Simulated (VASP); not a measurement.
# Ge (P6_3/mmc) in VASP: notebook

Ge is run at these levels: PBEsol; tasks: single point.

Program: VASP 6.6.1. These are calculated values, not measurements. Logs are shortened: lines on timing, memory, paths and dates and some standing lists are left out, and cuts for length are marked.

## 1. The cell of the first run

Symmetry: P6_3/mmc, No. 194, hexagonal system. Conventional cell: a = 3.944 Å, b = 3.944 Å, c = 6.510 Å, α = 90.00°, β = 90.00°, γ = 120.00°. Ge (site symmetry 3m) has 4 Ge at 2.42 to 2.44 Å within 3.2 Å.

## 2. Single point, PBEsol (volume scaled by 0.96)

INCAR reads:

```
SYSTEM = Ge
PREC = Accurate
ENCUT = 520
EDIFF = 1E-6
ISMEAR = -1
SIGMA = 0.05
LREAL = .FALSE.
LASPH = .TRUE.
NELM = 100
ALGO = Normal
ISIF = 2
LWAVE = .FALSE.
LCHARG = .FALSE.
GGA = PS
NBANDS = 36
```

KPOINTS reads:

```
Automatic mesh
0
G
  8 8 4
  0 0 0
```

POSCAR reads:

```
Ge
1.0
    3.9435577898      0.0000000000      0.0000000000
   -1.9717788949      3.4152212273      0.0000000000
    0.0000000000      0.0000000000      6.5101862333
Ge
4
Direct
    0.3333333333      0.6666666667      0.9370987500
    0.6666666667      0.3333333333      0.4370987500
    0.3333333333      0.6666666667      0.5629012500
    0.6666666667      0.3333333333      0.0629012500
```

Potentials or basis: VASP PAW PBE potentials, release 64 (Ge_d).

Run with:

```console
cat potpaw_PBE.64/Ge_d/POTCAR > POTCAR
mpirun -np 1 vasp_std > vasp.out
```

OUTCAR:

```text
SYSTEM = Ge
   PREC = Accurate
   ENCUT = 520
   EDIFF = 1E-6
   ISMEAR = -1
   LREAL = .FALSE.
   LASPH = .TRUE.
   NELM = 100
   ISIF = 2
   GGA = PS

 ion  position               nearest neighbor table
   1  0.333  0.667  0.937-   4 2.42   4 2.42   4 2.42   3 2.44
   2  0.667  0.333  0.437-   3 2.42   3 2.42   3 2.42   4 2.44
   3  0.333  0.667  0.563-   2 2.42   2 2.42   2 2.42   1 2.44
   4  0.667  0.333  0.063-   1 2.42   1 2.42   1 2.42   2 2.44

  LATTYP: Found a hexagonal cell.
 ALAT       =     3.9435577898
 C/A-ratio  =     1.6508408347

  Lattice vectors:

 A1 = (   3.9435577898,   0.0000000000,   0.0000000000)
 A2 = (  -1.9717788949,   3.4152212273,   0.0000000000)
 A3 = (   0.0000000000,   0.0000000000,   6.5101862333)

Analysis of symmetry for initial positions (statically):
=====================================================================
 Subroutine PRICEL returns:
 Original cell was already a primitive cell.

 Routine SETGRP: Setting up the symmetry group for a
 hexagonal supercell.

 Subroutine GETGRP returns: Found 24 space group operations
 (whereof 12 operations were pure point group operations)
 out of a pool of 24 trial point group operations.

The static configuration has the point symmetry D_3d.
 The point group associated with its full space group is D_6h.

Analysis of symmetry for dynamics (positions and initial velocities):
=====================================================================
 Subroutine PRICEL returns:
 Original cell was already a primitive cell.

 Routine SETGRP: Setting up the symmetry group for a
 hexagonal supercell.

 Subroutine GETGRP returns: Found 24 space group operations
 (whereof 12 operations were pure point group operations)
 out of a pool of 24 trial point group operations.

The dynamic configuration has the point symmetry D_3d.
 The point group associated with its full space group is D_6h.

 Subroutine INISYM returns: Found 24 space group operations
 (whereof 12 operations are pure point group operations),
 and found     1 'primitive' translations

----------------------------------------------------------------------------------------

                                     Primitive cell

  volume of cell :      87.6800

  direct lattice vectors                    reciprocal lattice vectors
     3.943557790  0.000000000  0.000000000     0.253578127  0.146403400  0.000000000
    -1.971778895  3.415221227  0.000000000     0.000000000  0.292806800  0.000000000
     0.000000000  0.000000000  6.510186233     0.000000000  0.000000000  0.153605437

  length of vectors
     3.943557790  3.943557790  6.510186233     0.292806800  0.292806800  0.153605437

  position of ions in fractional coordinates (direct lattice)
     0.333333333  0.666666667  0.937098750
     0.666666667  0.333333333  0.437098750
     0.333333333  0.666666667  0.562901250
     0.666666667  0.333333333  0.062901250

  ion indices of the primitive-cell ions
   primitive index   ion index
                 1           1
                 2           2
                 3           3
                 4           4

----------------------------------------------------------------------------------------

 KPOINTS: Automatic mesh

Automatic generation of k-mesh.
 Grid dimensions read from file:
 generate k-points for:    8    8    4

 Generating k-lattice:

  Cartesian coordinates                     Fractional coordinates (reciprocal lattice)
     0.031697266  0.018300425  0.000000000     0.125000000  0.000000000  0.000000000
     0.000000000  0.036600850  0.000000000     0.000000000  0.125000000  0.000000000
     0.000000000  0.000000000  0.038401359     0.000000000  0.000000000  0.250000000

  Length of vectors
     0.036600850  0.036600850  0.038401359

  Shift w.r.t. Gamma in fractional coordinates (k-lattice)
     0.000000000  0.000000000  0.000000000

 Subroutine IBZKPT returns following result:
 ===========================================

 Found     30 irreducible k-points:

 Following reciprocal coordinates:
            Coordinates               Weight
  0.000000  0.000000  0.000000      1.000000
  0.125000  0.000000  0.000000      6.000000
  0.250000  0.000000  0.000000      6.000000
  0.375000  0.000000  0.000000      6.000000
  0.500000  0.000000  0.000000      3.000000
  0.125000  0.125000  0.000000      6.000000
[... 16 lines left out ...]
  0.250000  0.000000  0.500000      6.000000
  0.375000  0.000000  0.500000      6.000000
 [... further k-points ...]
   k-points           NKPTS =     30   k-points in BZ     NKDIM =     30   number of bands    NBANDS=     36
   number of dos      NEDOS =    301   number of ions     NIONS =      4
   total plane-waves  NPLWV =  43200
   dimension x,y,z NGX =    30 NGY =   30 NGZ =   48
   dimension x,y,z NGXF=    60 NGYF=   60 NGZF=   96
   ions per type =               4
   NGX,Y,Z   is equivalent  to a cutoff of  12.65, 12.65, 12.26 a.u.
   NGXF,Y,Z  is equivalent  to a cutoff of  25.29, 25.29, 24.51 a.u.
 SYSTEM =  Ge
   PREC   = accura    normal or accurate (medium, high low for compatibility)
   ISTART =      0    job   : 0-new  1-cont  2-samecut
   ICHARG =      2    charge: 1-file 2-atom 10-const
   ISPIN  =      1    spin polarized calculation?
   LNONCOLLINEAR =      F non collinear calculations
   LSORBIT =      F    spin-orbit coupling
   LASPH  =      T    aspherical Exc in radial PAW
   ENCUT  =  520.0 eV  38.22 Ry    6.18 a.u.   7.33  7.33 12.10*2*pi/ulx,y,z
   NELM   =    100;   NELMIN=  2; NELMDL= -5     # of ELM steps
   EDIFF  = 0.1E-05   stopping-criterion for ELM
   LREAL  =      F    real-space projection
   EDIFFG = 0.1E-04   stopping-criterion for IOM
   NSW    =      0    number of steps for IOM
   IBRION =     -1    ionic relax: 0-MD 1-quasi-New 2-CG
   NFREE  =      0    steps in history (QN), initial steepest desc. (CG)
   ISIF   =      2    stress and relaxation
   ISYM   =      2    0-nonsym 1-usesym 2-fastsym
   POTIM  = 0.5000    time-step for ionic-motion
   TEBEG  =    0.0;   TEEND  =   0.0 temperature during run
   PSTRESS=    0.0 pullay stress
   NELECT =      56.0000    total number of electrons
   NUPDOWN=      -1.0000    fix difference up-down
   EMIN   =  10.00;   EMAX   =-10.00  energy-range for DOS
   EFERMI =   0.00;   METHOD = LEGACY
   ISMEAR =    -1;   SIGMA  =   0.05  broadening in eV -4-tet -1-fermi 0-gaus
   EFERMI_NEDOS =   21; number of points for ismear=-14 and -15
   IALGO  =     38    algorithm
   IMIX   =      4    mixing-type and parameters
     AMIX     =   0.40;   BMIX     =  1.00
     AMIX_MAG =   1.60;   BMIX_MAG =  1.00
  volume/ion in A,a.u.               =      21.92       147.92
  Fermi-wavevector in a.u.,A,eV,Ry     =   1.409843  2.664217 27.043711  1.987657
  Thomas-Fermi vector in A             =   2.531857
   LORBIT       =      0    0 simple, 1 ext, 2 COOP (PROOUT), +10 PAW based schemes
   GGA     = PS    functional components
   LHFCALC =     F    Hartree Fock is set to
   AEXX    =    0.0000 exact exchange contribution
   IVDW    =     0    specifies the selected vdW correction
   LEPSILON=     F    determine dielectric tensor
   LRPA    =     F    only Hartree local field effects (RPA)
 non-spin polarized calculation
  energy-cutoff  :      520.00
  volume of cell :       87.68
 maximum number of plane-waves:      2382
 NGX is ok and might be reduce to    30
   NGX = 15   NGY = 15   NGZ = 25

 number of electron      55.9999980 magnetization

 Free energy of the ion-electron system (eV)
  ---------------------------------------------------
  ext. energy  EPLUGINS =         0.00000000
  ---------------------------------------------------
  free energy    TOTEN  =       -19.64659495 eV

  energy without entropy =      -19.64540399  energy(sigma->0) =      -19.64599947

 E-fermi :   5.3330     XC(G=0): -10.2776

 val. band max:        5.2057474677   @ k =   0.0000   0.0000   0.0000
 cond. band min:       5.3659651592   @ k =   0.0000   0.0000   0.0000
 fundamental gap:      0.1602176915
 Fermi energy:         5.3330015852

 k-point     1 :       0.0000    0.0000    0.0000
  band No.  band energies     occupation
      1     -19.6746      2.00000
      2     -19.6746      2.00000
      3     -19.6322      2.00000
      4     -19.6317      2.00000
      5     -19.6317      2.00000
      6     -19.6182      2.00000
[... 28 lines left out ...]
     35       9.8547      0.00000
     36      11.2463      0.00000

 k-point     2 :       0.1250    0.0000    0.0000
  band No.  band energies     occupation
      1     -19.6846      2.00000
      2     -19.6780      2.00000
      3     -19.6423      2.00000
      4     -19.6375      2.00000
      5     -19.6317      2.00000
      6     -19.6065      2.00000
[... 28 lines left out ...]
     35      10.5528      0.00000
     36      11.3194      0.00000

 k-point     3 :       0.2500    0.0000    0.0000
  band No.  band energies     occupation
      1     -19.6950      2.00000
      2     -19.6827      2.00000
      3     -19.6576      2.00000
      4     -19.6471      2.00000
      5     -19.6270      2.00000
      6     -19.5940      2.00000
[... 28 lines left out ...]
     35      11.8541      0.00000
     36      12.1749      0.00000
[... 742 lines left out ...]
 k-point    23 :       0.2500    0.0000    0.5000
  band No.  band energies     occupation
      1     -19.6683      2.00000
      2     -19.6683      2.00000
      3     -19.6672      2.00000
      4     -19.6672      2.00000
      5     -19.6179      2.00000
      6     -19.6179      2.00000
[... 28 lines left out ...]
     35      11.0620      0.00000
     36      11.0620      0.00000

 k-point    24 :       0.3750    0.0000    0.5000
  band No.  band energies     occupation
      1     -19.6706      2.00000
      2     -19.6706      2.00000
      3     -19.6680      2.00000
      4     -19.6680      2.00000
      5     -19.6124      2.00000
      6     -19.6124      2.00000
[... 28 lines left out ...]
     35      12.8512      0.00000
     36      12.8512      0.00000

 [... further k-points ...]

------------------------ aborting loop because EDIFF is reached ----------------------------------------

  FORCE on cell =-STRESS in cart. coord.  units (eV):
  Direction    XX          YY          ZZ          XY          YZ          ZX
  --------------------------------------------------------------------------------------
  -------------------------------------------------------------------------------------
  Total        1.6122552      1.6122552      1.4161615      0.0000000     -0.0000000     -0.0000000
  in kB       29.4607568     29.4607568     25.8775355      0.0000000     -0.0000000     -0.0000000
  external PRESSURE =      28.2663497 kB  Pullay stress =       0.0000000 kB

 VOLUME and BASIS-vectors are now :
 -----------------------------------------------------------------------------
  energy-cutoff  :      520.00
  volume of cell :       87.68
      direct lattice vectors                 reciprocal lattice vectors
     3.943557790  0.000000000  0.000000000     0.253578127  0.146403400  0.000000000
    -1.971778895  3.415221227  0.000000000     0.000000000  0.292806800  0.000000000
     0.000000000  0.000000000  6.510186233     0.000000000  0.000000000  0.153605437

 POSITION                                       TOTAL-FORCE (eV/Angst)
 -----------------------------------------------------------------------------------
     -0.00000      2.27681      6.10069        -0.000000     -0.000000     -0.014164
      1.97178      1.13841      2.84559         0.000000      0.000000     -0.014164
     -0.00000      2.27681      3.66459        -0.000000     -0.000000      0.014164
      1.97178      1.13841      0.40950         0.000000     -0.000000      0.014164
 -----------------------------------------------------------------------------------
    total drift:                               -0.000000      0.000000     -0.000000

  FREE ENERGIE OF THE ION-ELECTRON SYSTEM (eV)
  ---------------------------------------------------
  free  energy   TOTEN  =       -19.6465949481 eV

  energy  without entropy=      -19.6454039863  energy(sigma->0) =      -19.64599947
```

Wall time 59 s (1 thread of AMD EPYC 7R43 (Zen 3), shared host); peak memory 0.19 GiB.

What came out:

| Quantity | Value |
| --- | --- |
| Free energy | -19.6466 eV |
| Pressure | 2.8 GPa |
| Largest force | 0.014 eV/Å |
| Band gap on the k mesh | zero (filled and empty bands touch) |

Forces in eV/Å, atoms in the order of the input:
```
Ge   0.000  0.000 -0.014
Ge   0.000  0.000 -0.014
Ge   0.000  0.000  0.014
Ge   0.000  0.000  0.014
```

Stress tensor (GPa, compression positive):
```
2.95 0.00 0.00
0.00 2.95 0.00
0.00 0.00 2.59
```

Caveat: the PAW data sets were made with another functional, which shifts forces and pressure a little.

[end of part 1 of 2]
